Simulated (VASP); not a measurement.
# Rh (P6_3/mmc) in VASP: further runs

Runs on Rh. Level: PBEsol. Tasks: single point.

All numbers are computed with VASP 6.6.1; they aren't measurements. Logs are shortened: lines on timing, memory, paths and dates and some standing lists are left out, and cuts for length are marked.

## Step 1: The cell of the first run

It takes space group P6_3/mmc (No. 194, hexagonal). The conventional cell has a = 2.689 Å, b = 2.689 Å, c = 4.337 Å, α = 90.00°, β = 90.00°, γ = 120.00°. Within 3.5 Å of Rh (site symmetry -6m2) lie 12 Rh at 2.67 to 2.69 Å.

This isn't the form of Rh at room conditions, which is fcc.

## Step 2: Single point, PBEsol

Input file INCAR:

```
ALGO = Normal ; EDIFF = 1E-6
ENCUT = 520 ; GGA = PS
ISIF = 2 ; ISMEAR = -1
LASPH = True ; LCHARG = False
LREAL = False ; LWAVE = False
NBANDS = 22 ; NELM = 60
PREC = Accurate ; SIGMA = 0.1
```

Input file KPOINTS:

```
k-points
0
Gamma
  13 13 7
```

Input file POSCAR:

```
Rh
1.0
    2.6886965440      0.0000000000      0.0000000000
   -1.3443482720      2.3284795102      0.0000000000
    0.0000000000      0.0000000000      4.3369349237
Rh
2
Direct
    0.3333333333      0.6666666667      0.2500000000
    0.6666666667      0.3333333333      0.7500000000
```

Potentials or basis: VASP PAW PBE potentials, release 64 (Rh_pv).

Started as:

```console
> cat potpaw_PBE.64/Rh_pv/POTCAR > POTCAR
> mpirun -np 1 vasp_std > vasp.out
```

OUTCAR:

```text
EDIFF = 1E-6
   ENCUT = 520
   GGA = PS
   ISIF = 2
   ISMEAR = -1
   LASPH = True
   LREAL = False
   NELM = 60
   PREC = Accurate

 ion  position               nearest neighbor table
   1  0.333  0.667  0.250-   2 2.67   2 2.67   2 2.67   2 2.67   2 2.67   2 2.67
   2  0.667  0.333  0.750-   1 2.67   1 2.67   1 2.67   1 2.67   1 2.67   1 2.67

  LATTYP: Found a hexagonal cell.
 ALAT       =     2.6886965440
 C/A-ratio  =     1.6130250672

  Lattice vectors:

 A1 = (   2.6886965440,   0.0000000000,   0.0000000000)
 A2 = (  -1.3443482720,   2.3284795102,   0.0000000000)
 A3 = (   0.0000000000,   0.0000000000,   4.3369349237)

Analysis of symmetry for initial positions (statically):
=====================================================================
 Subroutine PRICEL returns:
 Original cell was already a primitive cell.

 Routine SETGRP: Setting up the symmetry group for a
 hexagonal supercell.

 Subroutine GETGRP returns: Found 24 space group operations
 (whereof 12 operations were pure point group operations)
 out of a pool of 24 trial point group operations.

The static configuration has the point symmetry D_3d.
 The point group associated with its full space group is D_6h.

Analysis of symmetry for dynamics (positions and initial velocities):
=====================================================================
 Subroutine PRICEL returns:
 Original cell was already a primitive cell.

 Routine SETGRP: Setting up the symmetry group for a
 hexagonal supercell.

 Subroutine GETGRP returns: Found 24 space group operations
 (whereof 12 operations were pure point group operations)
 out of a pool of 24 trial point group operations.

The dynamic configuration has the point symmetry D_3d.
 The point group associated with its full space group is D_6h.

 Subroutine INISYM returns: Found 24 space group operations
 (whereof 12 operations are pure point group operations),
 and found     1 'primitive' translations

----------------------------------------------------------------------------------------

                                     Primitive cell

  volume of cell :      27.1517

  direct lattice vectors                    reciprocal lattice vectors
     2.688696544  0.000000000  0.000000000     0.371927432  0.214732403  0.000000000
    -1.344348272  2.328479510  0.000000000     0.000000000  0.429464806  0.000000000
     0.000000000  0.000000000  4.336934924     0.000000000  0.000000000  0.230577589

  length of vectors
     2.688696544  2.688696544  4.336934924     0.429464806  0.429464806  0.230577589

  position of ions in fractional coordinates (direct lattice)
     0.333333333  0.666666667  0.250000000
     0.666666667  0.333333333  0.750000000

  ion indices of the primitive-cell ions
   primitive index   ion index
                 1           1
                 2           2

----------------------------------------------------------------------------------------

 KPOINTS: k-points

Automatic generation of k-mesh.
 Grid dimensions read from file:
 generate k-points for:   13   13    7

 Generating k-lattice:

  Cartesian coordinates                     Fractional coordinates (reciprocal lattice)
     0.028609802  0.016517877  0.000000000     0.076923077 -0.000000000  0.000000000
     0.000000000  0.033035754  0.000000000     0.000000000  0.076923077  0.000000000
     0.000000000  0.000000000  0.032939656     0.000000000  0.000000000  0.142857143

  Length of vectors
     0.033035754  0.033035754  0.032939656

  Shift w.r.t. Gamma in fractional coordinates (k-lattice)
     0.000000000  0.000000000  0.000000000

 Subroutine IBZKPT returns following result:
 ===========================================

 Found     84 irreducible k-points:

 Following reciprocal coordinates:
            Coordinates               Weight
  0.000000  0.000000  0.000000      1.000000
  0.076923  0.000000  0.000000      6.000000
  0.153846  0.000000  0.000000      6.000000
  0.230769 -0.000000  0.000000      6.000000
  0.307692  0.000000  0.000000      6.000000
  0.384615 -0.000000  0.000000      6.000000
[... 16 lines left out ...]
  0.076923  0.000000  0.142857     12.000000
  0.153846  0.000000  0.142857     12.000000
 [... further k-points ...]
   k-points           NKPTS =     84   k-points in BZ     NKDIM =     84   number of bands    NBANDS=     22
   number of dos      NEDOS =    301   number of ions     NIONS =      2
   total plane-waves  NPLWV =  12800
   dimension x,y,z NGX =    20 NGY =   20 NGZ =   32
   dimension x,y,z NGXF=    40 NGYF=   40 NGZF=   64
   ions per type =               2
   NGX,Y,Z   is equivalent  to a cutoff of  12.37, 12.37, 12.27 a.u.
   NGXF,Y,Z  is equivalent  to a cutoff of  24.73, 24.73, 24.53 a.u.
 SYSTEM =  unknown system
   PREC   = accura    normal or accurate (medium, high low for compatibility)
   ISTART =      0    job   : 0-new  1-cont  2-samecut
   ICHARG =      2    charge: 1-file 2-atom 10-const
   ISPIN  =      1    spin polarized calculation?
   LNONCOLLINEAR =      F non collinear calculations
   LSORBIT =      F    spin-orbit coupling
   LASPH  =      T    aspherical Exc in radial PAW
   ENCUT  =  520.0 eV  38.22 Ry    6.18 a.u.   5.00  5.00  8.06*2*pi/ulx,y,z
   NELM   =     60;   NELMIN=  2; NELMDL= -5     # of ELM steps
   EDIFF  = 0.1E-05   stopping-criterion for ELM
   LREAL  =      F    real-space projection
   EDIFFG = 0.1E-04   stopping-criterion for IOM
   NSW    =      0    number of steps for IOM
   IBRION =     -1    ionic relax: 0-MD 1-quasi-New 2-CG
   NFREE  =      0    steps in history (QN), initial steepest desc. (CG)
   ISIF   =      2    stress and relaxation
   ISYM   =      2    0-nonsym 1-usesym 2-fastsym
   POTIM  = 0.5000    time-step for ionic-motion
   TEBEG  =    0.0;   TEEND  =   0.0 temperature during run
   PSTRESS=    0.0 pullay stress
   NELECT =      30.0000    total number of electrons
   NUPDOWN=      -1.0000    fix difference up-down
   EMIN   =  10.00;   EMAX   =-10.00  energy-range for DOS
   EFERMI =   0.00;   METHOD = LEGACY
   ISMEAR =    -1;   SIGMA  =   0.10  broadening in eV -4-tet -1-fermi 0-gaus
   EFERMI_NEDOS =   21; number of points for ismear=-14 and -15
   IALGO  =     38    algorithm
   IMIX   =      4    mixing-type and parameters
     AMIX     =   0.40;   BMIX     =  1.00
     AMIX_MAG =   1.60;   BMIX_MAG =  1.00
  volume/ion in A,a.u.               =      13.58        91.61
  Fermi-wavevector in a.u.,A,eV,Ry     =   1.692451  3.198269 38.972416  2.864392
  Thomas-Fermi vector in A             =   2.774035
   LORBIT       =      0    0 simple, 1 ext, 2 COOP (PROOUT), +10 PAW based schemes
   GGA     = PS    functional components
   LHFCALC =     F    Hartree Fock is set to
   AEXX    =    0.0000 exact exchange contribution
   IVDW    =     0    specifies the selected vdW correction
   LEPSILON=     F    determine dielectric tensor
   LRPA    =     F    only Hartree local field effects (RPA)
 non-spin polarized calculation
  energy-cutoff  :      520.00
  volume of cell :       27.15
 maximum number of plane-waves:       752
 NGX is ok and might be reduce to    20
   NGX =  9   NGY =  9   NGZ = 17

 number of electron      30.0000004 magnetization

 Free energy of the ion-electron system (eV)
  ---------------------------------------------------
  ext. energy  EPLUGINS =         0.00000000
  ---------------------------------------------------
  free energy    TOTEN  =       -16.24714170 eV

  energy without entropy =      -16.13748326  energy(sigma->0) =      -16.19231248

 E-fermi :  12.0990     XC(G=0): -14.2975

 val. band max:       12.0970321747   @ k =   0.2308   0.2308   0.1429
 cond. band min:      12.1011011863   @ k =   0.3846   0.0769   0.1429
 fundamental gap:      0.0040690116
 Fermi energy:        12.0990330586

 k-point     1 :       0.0000    0.0000    0.0000
  band No.  band energies     occupation
      1     -35.1452      2.00000
      2     -34.4500      2.00000
      3     -34.4500      2.00000
      4     -34.3519      2.00000
      5     -34.3361      2.00000
      6     -34.3361      2.00000
[... 14 lines left out ...]
     21      30.1939      0.00000
     22      30.8158      0.00000

 k-point     2 :       0.0769    0.0000    0.0000
  band No.  band energies     occupation
      1     -35.1307      2.00000
      2     -34.4825      2.00000
      3     -34.4606      2.00000
      4     -34.3698      2.00000
      5     -34.3580      2.00000
      6     -34.3411      2.00000
[... 14 lines left out ...]
     21      30.4334      0.00000
     22      30.9954      0.00000

 k-point     3 :       0.1538    0.0000    0.0000
  band No.  band energies     occupation
      1     -35.0891      2.00000
      2     -34.5726      2.00000
      3     -34.4893      2.00000
      4     -34.4622      2.00000
      5     -34.3765      2.00000
      6     -34.3558      2.00000
[... 14 lines left out ...]
     21      30.7938      0.00000
     22      30.9013      0.00000

 k-point     4 :       0.2308   -0.0000    0.0000
  band No.  band energies     occupation
      1     -35.0254      2.00000
      2     -34.6998      2.00000
      3     -34.5892      2.00000
      4     -34.5286      2.00000
      5     -34.4074      2.00000
      6     -34.3775      2.00000
[... 14 lines left out ...]
     21      29.5911      0.00000
     22      29.7950      0.00000

 k-point     5 :       0.3077    0.0000    0.0000
  band No.  band energies     occupation
      1     -34.9480      2.00000
      2     -34.8351      2.00000
      3     -34.7203      2.00000
      4     -34.5690      2.00000
      5     -34.4498      2.00000
      6     -34.4014      2.00000
[... 417 lines left out ...]
 k-point    22 :       0.0000    0.0000    0.1429
  band No.  band energies     occupation
      1     -35.1074      2.00000
      2     -34.4444      2.00000
      3     -34.4444      2.00000
      4     -34.3927      2.00000
      5     -34.3418      2.00000
      6     -34.3417      2.00000
[... 14 lines left out ...]
     21      30.2826      0.00000
     22      30.8333      0.00000

 k-point    23 :       0.0769    0.0000    0.1429
  band No.  band energies     occupation
      1     -35.0947      2.00000
      2     -34.4761      2.00000
      3     -34.4547      2.00000
      4     -34.4131      2.00000
      5     -34.3599      2.00000
      6     -34.3471      2.00000
[... 14 lines left out ...]
     21      30.4731      0.00000
     22      31.0116      0.00000

 k-point    24 :       0.1538    0.0000    0.1429
  band No.  band energies     occupation
      1     -35.0589      2.00000
      2     -34.5636      2.00000
      3     -34.4932      2.00000
      4     -34.4828      2.00000
      5     -34.3865      2.00000
      6     -34.3624      2.00000
[... 14 lines left out ...]
     21      30.3157      0.00000
     22      30.7434      0.00000

 [... further k-points ...]

------------------------ aborting loop because EDIFF is reached ----------------------------------------

  FORCE on cell =-STRESS in cart. coord.  units (eV):
  Direction    XX          YY          ZZ          XY          YZ          ZX
  --------------------------------------------------------------------------------------
  -------------------------------------------------------------------------------------
  Total       -0.0217907     -0.0217907     -0.0178274      0.0000000      0.0000000      0.0000000
  in kB       -1.2858317     -1.2858317     -1.0519669      0.0000000      0.0000000      0.0000000
  external PRESSURE =      -1.2078768 kB  Pullay stress =       0.0000000 kB

 VOLUME and BASIS-vectors are now :
 -----------------------------------------------------------------------------
  energy-cutoff  :      520.00
  volume of cell :       27.15
      direct lattice vectors                 reciprocal lattice vectors
     2.688696544  0.000000000  0.000000000     0.371927432  0.214732403  0.000000000
    -1.344348272  2.328479510  0.000000000     0.000000000  0.429464806  0.000000000
     0.000000000  0.000000000  4.336934924     0.000000000  0.000000000  0.230577589

 POSITION                                       TOTAL-FORCE (eV/Angst)
 -----------------------------------------------------------------------------------
     -0.00000      1.55232      1.08423         0.000000      0.000000      0.000000
      1.34435      0.77616      3.25270        -0.000000      0.000000      0.000000
 -----------------------------------------------------------------------------------
    total drift:                               -0.000000      0.000000     -0.000000

  FREE ENERGIE OF THE ION-ELECTRON SYSTEM (eV)
  ---------------------------------------------------
  free  energy   TOTEN  =       -16.2471417024 eV

  energy  without entropy=      -16.1374832636  energy(sigma->0) =      -16.19231248
```

Wall time 13 s (1 thread of Intel Xeon 6975P-C (Granite Rapids), shared host); peak memory 0.16 GiB.

What came out:

* Free energy: -16.2471 eV
* Pressure: -0.1 GPa
* Band gap on the k mesh: zero (bands 15 and 16 overlap by 2.42 eV)

Caveat: the PAW data sets were made with another functional, which shifts forces and pressure a little.

## Step 3: Single point, PBEsol (11.95 Å³/atom)

This run uses another cell than the first one, of 11.95 Å³/atom.

Input file INCAR:

```
PREC = Accurate
ENCUT = 520
EDIFF = 1E-7
ISMEAR = -1
SIGMA = 0.1
LREAL = False
LASPH = True
NELM = 60
ALGO = Normal
ISIF = 2
LWAVE = False
LCHARG = True
GGA = PS
LELF = True
LVHAR = True
NBANDS = 22
```

Input file KPOINTS:

```
regular mesh
0
Gamma
  15 15 8
```

Input file POSCAR:

```
Rh
1.0
    2.5765348021      0.0000000000      0.0000000000
   -1.2882674010      2.2313445924      0.0000000000
    0.0000000000      0.0000000000      4.1560152225
Rh
2
Direct
    0.3333333333      0.6666666667      0.2500000000
    0.6666666667      0.3333333333      0.7500000000
```

Potentials or basis: VASP PAW PBE potentials, release 64 (Rh_pv).

Started as:

```console
> cat potpaw_PBE.64/Rh_pv/POTCAR > POTCAR
> mpirun -np 1 vasp_std > vasp.out
```

It took 24 s on 1 thread of Intel Xeon 6975P-C (Granite Rapids), shared host; peak memory 0.18 GiB.

It converged, with:

```yaml
Free_energy: -15.7894 eV
Pressure: 51.2 GPa
Band_gap_on_the_k_mesh: zero (bands 15 and 16 overlap by 2.96 eV)
```

Stress tensor (GPa, compression positive):
```
50.86  0.00  0.00
 0.00 50.86  0.00
 0.00  0.00 51.88
```

Levels at points of the mesh, in eV from the Fermi level:
| k point | band 13 | band 14 | band 15 | band 16 | band 17 | band 18 |
| --- | --- | --- | --- | --- | --- | --- |
| (0.00, 0.00, 0.00) | -3.14 | -2.41 | -2.41 | 0.17 | 0.17 | 0.55 |
| (0.00, 0.00, 0.50) | -3.93 | -3.93 | -0.52 | -0.52 | -0.52 | -0.52 |

Caveat: the cell stands under pressure; the PAW data sets were made with another functional, which shifts forces and pressure a little.

## Step 4: Single point, PBEsol (12.49 Å³/atom)

This run uses another cell than the first one, of 12.49 Å³/atom.

Input file INCAR:

```
PREC = Accurate ; ENCUT = 520
EDIFF = 1E-7 ; ISMEAR = -1
SIGMA = 0.1 ; LREAL = F
LASPH = T ; NELM = 80
ALGO = Normal ; ISIF = 2
LWAVE = F ; LCHARG = F
GGA = PS ; NBANDS = 22
```

KPOINTS is that of step 3.

Input file POSCAR:

```
Rh
1.0
    2.6149962158      0.0000000000      0.0000000000
   -1.3074981079      2.2646531537      0.0000000000
    0.0000000000      0.0000000000      4.2180544469
Rh
2
Direct
    0.3333333333      0.6666666667      0.2500000000
    0.6666666667      0.3333333333      0.7500000000
```

Started as:

```console
> cat potpaw_PBE.64/Rh_pv/POTCAR > POTCAR
> mpirun -np 1 vasp_std > vasp.out
```

It took 24 s on 1 thread of Intel Xeon 6975P-C (Granite Rapids), shared host; peak memory 0.17 GiB.

The run converged. Its results:

* Free energy: -16.0618 eV
* Pressure: 29.8 GPa
* Band gap on the k mesh: zero (bands 15 and 16 overlap by 2.75 eV)

Stress tensor (GPa, compression positive):
```
29.63  0.00  0.00
 0.00 29.63  0.00
 0.00  0.00 30.08
```

Levels at points of the mesh, in eV from the Fermi level:
| k point | band 11 | band 12 | band 13 | band 14 | band 15 | band 16 | band 17 | band 18 | band 19 | band 20 |
| --- | --- | --- | --- | --- | --- | --- | --- | --- | --- | --- |
| (0.00, 0.00, 0.00) | -3.55 | -2.92 | -2.92 | -2.25 | -2.25 | 0.16 | 0.16 | 0.58 | 9.64 | 15.75 |
| (0.00, 0.00, 0.50) | -3.68 | -3.68 | -3.68 | -3.68 | -0.49 | -0.49 | -0.49 | -0.49 | 15.05 | 15.05 |

Caveat: the cell stands under pressure; the PAW data sets were made with another functional, which shifts forces and pressure a little.

## Step 5: The runs side by side

| cell | k mesh | gap on the mesh (eV) | pressure (GPa) |
| --- | --- | --- | --- |
| a = 2.689, b = 2.689, c = 4.337 Å, angles 90.0, 90.0, 120.0°, 2 atoms | 13 × 13 × 7 | none | -0.1 |
| a = 2.577, b = 2.577, c = 4.156 Å, angles 90.0, 90.0, 120.0°, 2 atoms | 15 × 15 × 8 | none | 51.2 |
| a = 2.615, b = 2.615, c = 4.218 Å, angles 90.0, 90.0, 120.0°, 2 atoms | 15 × 15 × 8 | none | 29.8 |

Alike in all rows: task single point; level PBEsol; potentials or basis VASP PAW PBE potentials, release 64 (Rh_pv); no spin polarisation; cutoff (eV) 520; smearing fermi-dirac 0.1 eV.

Caveats: the PAW data sets were made with another functional, which shifts forces and pressure a little; the cell stands under pressure (at least some runs).

Total energies depend on the potentials used, so only differences within one code and one set of settings carry meaning.
